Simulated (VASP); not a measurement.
SiNi3, 4 atoms in the cell. Symmetry: Cmmm, No. 65, orthorhombic system. Conventional cell: a = 4.884 Å, b = 5.033 Å, c = 3.506 Å, α = 90.00°, β = 90.00°, γ = 90.00°. Within 3.2 Å of Si (site symmetry mmm) lie 12 Ni at 2.44 to 2.52 Å. Within 3.2 Å of Ni (site symmetry 2/m) lie 8 Ni at 2.44 to 2.52 Å and 4 Si at 2.48 Å. Ni (site symmetry mmm) has 4 Si at 2.44 to 2.52 Å and 8 Ni at 2.48 Å within 3.2 Å.  This cell differs from its parent crystal: strain -0.0300 x Voigt [0, 0, 0, 0, 1, 0].

- Program: VASP 6.6.1
- Task: single point
- Functional: PBE
- Potentials or basis: VASP PAW PBE potentials, release 64 (Si, Ni)
- Cutoff: 520 eV
- k mesh: 14 × 14 × 14
- Occupations: gaussian, width 0.15 eV
- Spin: no spin polarisation
- Dipole correction: no
- Further INCAR settings: ALGO = Fast; EDIFF = 1e-06; NBANDS = 25

Potentials or basis: VASP PAW PBE potentials, release 64 (Si, Ni).

Run with:

```console
$ cat potpaw_PBE.64/Si/POTCAR potpaw_PBE.64/Ni/POTCAR > POTCAR
$ mpirun -np 1 vasp_std > vasp.out
```

Hardware: 1 thread of Intel(R) Xeon(R) Platinum 8259CL CPU @ 2.50GHz (Skylake/Cascade Lake), on a shared host.

Task: How long does it take, and how much memory?

Result: Wall time 12 min on 1 thread of Intel(R) Xeon(R) Platinum 8259CL CPU @ 2.50GHz (Skylake/Cascade Lake), on a shared host, peak memory 0.48 GiB. Counts: scf iterations 16, k points 456.
